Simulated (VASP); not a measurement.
# GeSBr (I4/mmm) in VASP: single point with r2SCAN

Aim: the single point of GeSBr with r2SCAN.

Everything below comes from runs of VASP 6.6.1. Logs are shortened: lines on timing, memory, paths and dates and some standing lists are left out, and cuts for length are marked.

**1. The cell of the first run**

It takes space group I4/mmm (No. 139, tetragonal). Conventional cell: a = 3.942 Å, b = 3.942 Å, c = 17.253 Å, α = 90.00°, β = 90.00°, γ = 90.00°. S (site symmetry 4mm) has 4 Ge at 2.59 Å and 4 Br at 3.17 Å and 1 S at 3.36 Å within 3.4 Å. Ge (site symmetry mmm) has 4 S at 2.59 Å and 4 Ge at 2.79 Å within 3.4 Å. Within 4.2 Å of Br (site symmetry 4mm) lie 5 S at 3.17 to 3.76 Å and 8 Br at 3.58 to 3.94 Å and 4 Ge at 3.75 Å.

**2. Single point, r2SCAN**

The input, POSCAR:

```
GeSBr
1.0
    0.0000000000      3.9417154676      0.0000000000
    3.9417154676      0.0000000000      0.0000000000
    1.9708577338      1.9708577338     -8.6264574096
S Ge Br
2 2 2
Direct
    0.0973075182      0.0973075182      0.8053849637
    0.9026924818      0.9026924818      0.1946150363
    0.5000000000      0.0000000000      0.0000000000
    0.0000000000      0.5000000000      0.0000000000
    0.3151513821      0.3151513821      0.3696972358
    0.6848486179      0.6848486179      0.6303027642
```

The input, INCAR.step1:

```
SYSTEM = GeSBr
PREC = Accurate ; ENCUT = 520
ISMEAR = 0 ; SIGMA = 0.0143
LREAL = .FALSE. ; LASPH = .TRUE.
NELM = 60 ; NBANDS = 36
GGA = PE ; ALGO = Normal
EDIFF = 1E-4 ; LWAVE = .TRUE.
LCHARG = .FALSE.
```

The input, INCAR.step2:

```
SYSTEM = GeSBr
PREC = Accurate ; ENCUT = 520
EDIFF = 1E-7 ; ISMEAR = 0
SIGMA = 0.0143 ; LREAL = .FALSE.
LASPH = .TRUE. ; NELM = 60
ALGO = Normal ; ISIF = 2
LWAVE = .FALSE. ; LCHARG = .TRUE.
METAGGA = R2SCAN ; LMIXTAU = .TRUE.
LELF = .TRUE. ; LVHAR = .TRUE.
NBANDS = 36 ; ISTART = 1
```

The input, KPOINTS:

```
regular mesh
0
G
  7 7 7
  0 0 0
```

Potentials or basis: VASP PAW PBE potentials, release 64 (S, Ge_d, Br).

Command:

```
> cat potpaw_PBE.64/S/POTCAR potpaw_PBE.64/Ge_d/POTCAR potpaw_PBE.64/Br/POTCAR > POTCAR
> cp INCAR.step1 INCAR
> mpirun -np 1 vasp_std > vasp.out
> cp INCAR.step2 INCAR
> mpirun -np 1 vasp_std > vasp.out
```

OUTCAR:

```text
SYSTEM = GeSBr
   PREC = Accurate
   ENCUT = 520
   EDIFF = 1E-7
   ISMEAR = 0
   LREAL = .FALSE.
   LASPH = .TRUE.
   NELM = 60
   ISIF = 2
   METAGGA = R2SCAN
   ISTART = 1

 ion  position               nearest neighbor table
   1  0.097  0.097  0.805-   3 2.59   4 2.59   4 2.59   3 2.59
   2  0.903  0.903  0.195-   3 2.59   4 2.59   3 2.59   4 2.59
   3  0.500  0.000  0.000-   1 2.59   2 2.59   1 2.59   2 2.59   4 2.79   4 2.79   4 2.79   4 2.79

   4  0.000  0.500  0.000-   1 2.59   2 2.59   1 2.59   2 2.59   3 2.79   3 2.79   3 2.79   3 2.79

   5  0.315  0.315  0.370-
   6  0.685  0.685  0.630-

  LATTYP: Found a body centered tetragonal cell.
 ALAT       =     3.9417154676
 C/A-ratio  =     4.3770066513

  Lattice vectors:

 A1 = (  -1.9708577338,   1.9708577338,   8.6264574096)
 A2 = (   1.9708577338,  -1.9708577338,   8.6264574096)
 A3 = (   1.9708577338,   1.9708577338,  -8.6264574096)

Analysis of symmetry for initial positions (statically):
=====================================================================
 Subroutine PRICEL returns:
 Original cell was already a primitive cell.

 Routine SETGRP: Setting up the symmetry group for a
 body centered tetragonal supercell.

 Subroutine GETGRP returns: Found 16 space group operations
 (whereof 16 operations were pure point group operations)
 out of a pool of 16 trial point group operations.

The static configuration has the point symmetry D_4h.

Analysis of symmetry for dynamics (positions and initial velocities):
=====================================================================
 Subroutine PRICEL returns:
 Original cell was already a primitive cell.

 Routine SETGRP: Setting up the symmetry group for a
 body centered tetragonal supercell.

 Subroutine GETGRP returns: Found 16 space group operations
 (whereof 16 operations were pure point group operations)
 out of a pool of 16 trial point group operations.

The dynamic configuration has the point symmetry D_4h.

 Subroutine INISYM returns: Found 16 space group operations
 (whereof 16 operations are pure point group operations),
 and found     1 'primitive' translations

----------------------------------------------------------------------------------------

                                     Primitive cell

  volume of cell :     134.0303

  direct lattice vectors                    reciprocal lattice vectors
     0.000000000  3.941715468  0.000000000     0.000000000  0.253696648  0.057961220
     3.941715468  0.000000000  0.000000000     0.253696648  0.000000000  0.057961220
     1.970857734  1.970857734 -8.626457410     0.000000000  0.000000000 -0.115922441

  length of vectors
     3.941715468  3.941715468  9.065557228     0.260233534  0.260233534  0.115922441

  position of ions in fractional coordinates (direct lattice)
     0.097307518  0.097307518  0.805384964
     0.902692482  0.902692482  0.194615036
     0.500000000  0.000000000  0.000000000
     0.000000000  0.500000000  0.000000000
     0.315151382  0.315151382  0.369697236
     0.684848618  0.684848618  0.630302764

  ion indices of the primitive-cell ions
   primitive index   ion index
                 1           1
                 2           2
                 3           3
                 4           4
                 5           5
                 6           6

----------------------------------------------------------------------------------------

 KPOINTS: regular mesh

Automatic generation of k-mesh.
 Grid dimensions read from file:
 generate k-points for:    7    7    7

 Generating k-lattice:

  Cartesian coordinates                     Fractional coordinates (reciprocal lattice)
     0.000000000  0.036242378  0.008280174     0.142857143  0.000000000  0.000000000
     0.036242378  0.000000000  0.008280174     0.000000000  0.142857143  0.000000000
     0.000000000  0.000000000 -0.016560349     0.000000000  0.000000000  0.142857143

  Length of vectors
     0.037176219  0.037176219  0.016560349

  Shift w.r.t. Gamma in fractional coordinates (k-lattice)
     0.000000000  0.000000000  0.000000000

 Subroutine IBZKPT returns following result:
 ===========================================

 Found     40 irreducible k-points:

 Following reciprocal coordinates:
            Coordinates               Weight
  0.000000  0.000000  0.000000      1.000000
  0.142857  0.000000  0.000000      8.000000
  0.285714  0.000000  0.000000      8.000000
  0.428571  0.000000  0.000000      8.000000
  0.142857  0.142857  0.000000      8.000000
  0.285714  0.142857  0.000000     16.000000
[... 16 lines left out ...]
  0.285714  0.285714  0.142857      8.000000
  0.428571  0.285714  0.142857     16.000000
 [... further k-points ...]
   k-points           NKPTS =     40   k-points in BZ     NKDIM =     40   number of bands    NBANDS=     36
   number of dos      NEDOS =    301   number of ions     NIONS =      6
   total plane-waves  NPLWV =  63000
   dimension x,y,z NGX =    30 NGY =   30 NGZ =   70
   dimension x,y,z NGXF=    60 NGYF=   60 NGZF=  140
   ions per type =               2   2   2
   NGX,Y,Z   is equivalent  to a cutoff of  12.65, 12.65, 12.84 a.u.
   NGXF,Y,Z  is equivalent  to a cutoff of  25.31, 25.31, 25.67 a.u.
 SYSTEM =  GeSBr
   PREC   = accura    normal or accurate (medium, high low for compatibility)
   ISTART =      1    job   : 0-new  1-cont  2-samecut
   ICHARG =      0    charge: 1-file 2-atom 10-const
   ISPIN  =      1    spin polarized calculation?
   LNONCOLLINEAR =      F non collinear calculations
   LSORBIT =      F    spin-orbit coupling
   LASPH  =      T    aspherical Exc in radial PAW
   ENCUT  =  520.0 eV  38.22 Ry    6.18 a.u.   7.33  7.33 16.86*2*pi/ulx,y,z
   NELM   =     60;   NELMIN=  2; NELMDL=  0     # of ELM steps
   EDIFF  = 0.1E-06   stopping-criterion for ELM
   LREAL  =      F    real-space projection
   EDIFFG = 0.1E-05   stopping-criterion for IOM
   NSW    =      0    number of steps for IOM
   IBRION =     -1    ionic relax: 0-MD 1-quasi-New 2-CG
   NFREE  =      0    steps in history (QN), initial steepest desc. (CG)
   ISIF   =      2    stress and relaxation
   ISYM   =      2    0-nonsym 1-usesym 2-fastsym
   POTIM  = 0.5000    time-step for ionic-motion
   TEBEG  =    0.0;   TEEND  =   0.0 temperature during run
   PSTRESS=    0.0 pullay stress
   NELECT =      54.0000    total number of electrons
   NUPDOWN=      -1.0000    fix difference up-down
   EMIN   =  10.00;   EMAX   =-10.00  energy-range for DOS
   EFERMI =   0.00;   METHOD = LEGACY
   ISMEAR =     0;   SIGMA  =   0.01  broadening in eV -4-tet -1-fermi 0-gaus
   EFERMI_NEDOS =   21; number of points for ismear=-14 and -15
   IALGO  =     38    algorithm
   IMIX   =      4    mixing-type and parameters
     AMIX     =   0.40;   BMIX     =  1.00
     AMIX_MAG =   1.60;   BMIX_MAG =  1.00
  volume/ion in A,a.u.               =      22.34       150.75
  Fermi-wavevector in a.u.,A,eV,Ry     =   1.209127  2.284918 19.891540  1.461987
  Thomas-Fermi vector in A             =   2.344713
   LORBIT       =      0    0 simple, 1 ext, 2 COOP (PROOUT), +10 PAW based schemes
   METAGGA = R2SCAN    functional components
   LHFCALC =     F    Hartree Fock is set to
   AEXX    =    0.0000 exact exchange contribution
   IVDW    =     0    specifies the selected vdW correction
   LEPSILON=     F    determine dielectric tensor
   LRPA    =     F    only Hartree local field effects (RPA)
 non-spin polarized calculation
 Gauss-broadening in eV      SIGMA  =   0.01
  energy-cutoff  :      520.00
  volume of cell :      134.03
 maximum number of plane-waves:      3649
 NGX is ok and might be reduce to    30
   NGX = 15   NGY = 15   NGZ = 33

 number of electron      54.0000008 magnetization

 Free energy of the ion-electron system (eV)
  ---------------------------------------------------
  ext. energy  EPLUGINS =         0.00000000
  ---------------------------------------------------
  free energy    TOTEN  =       -68.12413235 eV

  energy without entropy =      -68.12319622  energy(sigma->0) =      -68.12366429

 E-fermi :   3.0982     XC(G=0): -10.4218

 val. band max:        3.0954765968   @ k =  -0.1429   0.0000   0.1429
 cond. band min:       3.1043938905   @ k =  -0.1429  -0.1429   0.1429
 fundamental gap:      0.0089172937
 Fermi energy:         3.0982120392

 k-point     1 :       0.0000    0.0000    0.0000
  band No.  band energies     occupation
      1     -22.4548      2.00000
      2     -22.3933      2.00000
      3     -22.3463      2.00000
      4     -22.3330      2.00000
      5     -22.3330      2.00000
      6     -22.2674      2.00000
[... 28 lines left out ...]
     35      10.3638      0.00000
     36      11.9136      0.00000

 k-point     2 :       0.1429    0.0000    0.0000
  band No.  band energies     occupation
      1     -22.4424      2.00000
      2     -22.3850      2.00000
      3     -22.3407      2.00000
      4     -22.3316      2.00000
      5     -22.3303      2.00000
      6     -22.2708      2.00000
[... 28 lines left out ...]
     35      10.3915      0.00000
     36      11.8884      0.00000

 k-point     3 :       0.2857    0.0000    0.0000
  band No.  band energies     occupation
      1     -22.4075      2.00000
      2     -22.3625      2.00000
      3     -22.3277      2.00000
      4     -22.3254      2.00000
      5     -22.3230      2.00000
      6     -22.2793      2.00000
[... 28 lines left out ...]
     35      10.8130      0.00000
     36      11.7952      0.00000
[... 742 lines left out ...]
 k-point    23 :       0.2857    0.2857    0.1429
  band No.  band energies     occupation
      1     -22.4014      2.00000
      2     -22.3518      2.00000
      3     -22.3411      2.00000
      4     -22.3186      2.00000
      5     -22.3058      2.00000
      6     -22.2936      2.00000
[... 28 lines left out ...]
     35      11.2221      0.00000
     36      11.3484      0.00000

 k-point    24 :       0.4286    0.2857    0.1429
  band No.  band energies     occupation
      1     -22.3836      2.00000
      2     -22.3579      2.00000
      3     -22.3545      2.00000
      4     -22.3208      2.00000
      5     -22.3139      2.00000
      6     -22.3012      2.00000
[... 28 lines left out ...]
     35      10.8687      0.00000
     36      12.4334      0.00000

 [... further k-points ...]
[... 5 lines left out ...]
  --------------------------------------------------------------------------------------
  -------------------------------------------------------------------------------------
  Total       -0.1395836     -0.1395836     -0.1438057      0.0000000     -0.0000000     -0.0000000
  in kB       -1.6685601     -1.6685601     -1.7190312      0.0000000     -0.0000000     -0.0000000
  external PRESSURE =      -1.6853838 kB  Pullay stress =       0.0000000 kB

 VOLUME and BASIS-vectors are now :
 -----------------------------------------------------------------------------
  energy-cutoff  :      520.00
  volume of cell :      134.03
      direct lattice vectors                 reciprocal lattice vectors
     0.000000000  3.941715468  0.000000000     0.000000000  0.253696648  0.057961220
     3.941715468  0.000000000  0.000000000     0.253696648  0.000000000  0.057961220
     1.970857734  1.970857734 -8.626457410     0.000000000  0.000000000 -0.115922441

 POSITION                                       TOTAL-FORCE (eV/Angst)
 -----------------------------------------------------------------------------------
      1.97086      1.97086     -6.94762        -0.000000     -0.000000     -0.029851
      3.94172      3.94172     -1.67884         0.000000      0.000000      0.029851
      0.00000      1.97086      0.00000        -0.000000     -0.000000      0.000000
      1.97086      0.00000      0.00000         0.000000      0.000000      0.000000
      1.97086      1.97086     -3.18918        -0.000000     -0.000000      0.005315
      3.94172      3.94172     -5.43728         0.000000      0.000000     -0.005315
 -----------------------------------------------------------------------------------
    total drift:                                0.000000      0.000000     -0.000000

  FREE ENERGIE OF THE ION-ELECTRON SYSTEM (eV)
  ---------------------------------------------------
  free  energy   TOTEN  =       -68.1241323511 eV

  energy  without entropy=      -68.1231962244  energy(sigma->0) =      -68.12366429
```

Run time: 19 min. Hardware: 1 thread of AMD EPYC 7R43 (Zen 3), shared host; peak memory 0.33 GiB.

Results:

| Property | Result |
| --- | --- |
| Free energy | -68.1241 eV |
| Pressure | -0.2 GPa |
| Largest force | 0.030 eV/Å |
| Band gap on the k mesh | zero (bands 27 and 28 overlap by 0.68 eV) |

Forces in eV/Å, atoms in the order of the input:
```
S    0.000  0.000 -0.030
S    0.000  0.000  0.030
Ge   0.000  0.000  0.000
Ge   0.000  0.000  0.000
Br   0.000  0.000  0.005
Br   0.000  0.000 -0.005
```

Caveat: the PAW data sets were made with another functional, which shifts forces and pressure a little.
